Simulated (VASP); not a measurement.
Input of a VASP 6.6.1 run:

Contents of POSCAR:

```
FeSi2
1.0
    2.6505773017      0.0000000000      0.0000000000
    0.0000000000      2.6505773017      0.0000000000
    0.0000000000      0.0000000000      5.0703467764
Fe Si
1 2
Direct
    0.0000000000      0.0000000000      0.0000000000
    0.5000000000      0.5000000000      0.2720570132
    0.5000000000      0.5000000000      0.7279429868
```

INCAR.step1

```
  PREC = Accurate
  ENCUT = 520
  ISMEAR = 0
  SIGMA = 0.1
  LREAL = False
  LASPH = True
  NELM = 150
  ISPIN = 2
  MAGMOM = 0.18 0 0
  LMAXMIX = 4
  NBANDS = 19
  GGA = PE
  ALGO = Normal
  EDIFF = 1E-4
  LWAVE = True
  LCHARG = False
```

The input INCAR.step2:

```
  PREC = Accurate
  ENCUT = 520
  EDIFF = 1E-6
  ISMEAR = 0
  SIGMA = 0.1
  LREAL = False
  LASPH = True
  NELM = 150
  ALGO = Normal
  ISIF = 2
  LWAVE = False
  LCHARG = False
  ISPIN = 2
  MAGMOM = 0.18 0 0
  LORBIT = 11
  LMAXMIX = 4
  METAGGA = R2SCAN
  LMIXTAU = True
  NBANDS = 19
  ISTART = 1
```

The input KPOINTS:

```
Automatic mesh
0
Gamma
  16 16 8
```

Potentials or basis: VASP PAW PBE potentials, release 64 (Fe, Si).

Command:

```sh
$ cat potpaw_PBE.64/Fe/POTCAR potpaw_PBE.64/Si/POTCAR > POTCAR
$ cp INCAR.step1 INCAR
$ mpirun -np 1 vasp_std > vasp.out
$ cp INCAR.step2 INCAR
$ mpirun -np 1 vasp_std > vasp.out
```

What does it give for the pressure?

6.4 GPa.

Predict the largest force.

0.051 eV/Å.

Estimate the band gap on the k mesh.

zero (filled and empty bands overlap).

What does it give for the net moment?

0.00 μB per cell.

Forces in eV/Å, atoms in the order of the input:
```
Fe   0.000  0.000  0.000
Si   0.000  0.000  0.051
Si   0.000  0.000 -0.051
```

Caveat: the cell stands under pressure; the PAW data sets were made with another functional, which shifts forces and pressure a little.
